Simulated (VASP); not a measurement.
Set up this calculation in VASP 6.6.1, as the native input.

```yaml
Task: single point
Functional: PBE
Potentials_or_basis: VASP PAW PBE potentials, release 64 (Hf_pv, O)
Cutoff: 520 eV
k_mesh: 6 × 6 × 4
Occupations: gaussian, width 0.02 eV
Spin: no spin polarisation
Dipole_correction: no
Further_INCAR_settings: ALGO = Normal; EDIFF = 1e-06; NBANDS = 31
```

The structure of HfO2 lies in POSCAR:

```
HfO2
1.0
    3.5580190000      0.0000000000      0.0000000000
    0.0000000000      3.5580190000      0.0000000000
    0.0000000000      0.0000000000      5.2494389150
Hf O
2 4
Direct
    0.5000000000      0.5000000000      0.5000000000
    0.0000000000      0.0000000000      0.0000000000
    0.0000000000      0.5000000000      0.6972080000
    0.5000000000      0.0000000000      0.8027920000
    0.5000000000      0.0000000000      0.3027920000
    0.0000000000      0.5000000000      0.1972080000
```

One way to write it, as run:

INCAR

```
SYSTEM = HfO2
PREC     = Accurate       ! precision mode
ENCUT    = 520            ! plane-wave cutoff, eV
EDIFF    = 1E-6           ! SCF threshold, eV
ISMEAR   = 0              ! smearing method
SIGMA    = 0.02           ! smearing width, eV
LREAL    = .FALSE.        ! projectors in reciprocal space
LASPH    = .TRUE.         ! aspherical terms in the spheres
NELM     = 60             ! most SCF steps
ALGO     = Normal         ! electronic algorithm
ISIF     = 2              ! what is computed and relaxed
LWAVE    = .FALSE.        ! write WAVECAR
LCHARG   = .FALSE.        ! write CHGCAR
GGA      = PE             ! functional
NBANDS   = 31             ! bands
```

KPOINTS

```
regular mesh
0
G
  6 6 4
  0 0 0
```

Potentials or basis: VASP PAW PBE potentials, release 64 (Hf_pv, O).

Command:

```console
$ cat potpaw_PBE.64/Hf_pv/POTCAR potpaw_PBE.64/O/POTCAR > POTCAR
$ mpirun -np 1 vasp_std > vasp.out
```

It gave:

| Quantity | Value |
| --- | --- |
| Pressure | 2.9 GPa |
| Largest force | 0.041 eV/Å |
| Band gap on the k mesh | 4.67 eV (least direct gap 4.73 eV) |

Caveat: spin-orbit coupling is left out, which moves the levels of the heavy elements.

Wall time 120 s on 1 thread of AMD EPYC 7R13 (shared host), peak memory 0.18 GiB.
